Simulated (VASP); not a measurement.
Write the native input for VASP 6.6.1 that does the following.

```yaml
Task: relaxation of the atoms
Functional: LDA
Potentials_or_basis: VASP PAW LDA potentials, release 64 (Te, Cd)
Cutoff: 520 eV
k_mesh: 6 × 6 × 1
Occupations: gaussian, width 0.05 eV
Spin: no spin polarisation
Dipole_correction: yes
Atoms_held_fixed_from_0: "[0, 2]"
Further_INCAR_settings: ALGO = Normal; EDIFF = 1e-06; IBRION = 2; EDIFFG = -0.03; NSW = 70
```

The structure of CdTe lies in POSCAR:

```
CdTe
1.0
    4.5325544674      0.0000000000      0.0000000000
   -2.2662772337      3.9253073128      0.0000000000
    0.0000000000      0.0000000000     18.6260190319
Te Cd
2 2
Selective dynamics
Direct
    0.0000000000      0.0000000000      0.3758183640  F F F
    0.3333333333      0.6666666667      0.5745089816  T T T
    0.3333333333      0.6666666667      0.4254910184  F F F
    0.6666666667      0.3333333333      0.6241816360  T T T
```

One way to write it, as run:

INCAR

```
SYSTEM = CdTe
ALGO = Normal
DIPOL = 0.5 0.5 0.500
EDIFF = 1E-6
EDIFFG = -0.03
ENCUT = 520
IBRION = 2
IDIPOL = 3
ISIF = 2
ISMEAR = 0
LASPH = .TRUE.
LCHARG = .FALSE.
LDIPOL = .TRUE.
LREAL = .FALSE.
LWAVE = .FALSE.
NELM = 60
NSW = 70
PREC = Accurate
SIGMA = 0.05
```

KPOINTS

```
k-points
0
G
  6 6 1
  0 0 0
```

Potentials or basis: VASP PAW LDA potentials, release 64 (Te, Cd).

The run is started by

```sh
$ cat potpaw_LDA.64/Te/POTCAR potpaw_LDA.64/Cd/POTCAR > POTCAR
$ mpirun -np 1 vasp_std > vasp.out
```

It gave:

```
Energy gained by relaxing : 35.4 meV/atom
Ionic steps               : 10
Band gap on the k mesh    : zero (filled and empty bands touch)
```

Caveat: spin-orbit coupling is left out, which moves the levels of the heavy elements.

It took 4.7 min on 1 thread of Intel(R) Xeon(R) Platinum 8559C (Emerald Rapids), with other jobs on the host, peak memory 0.37 GiB.
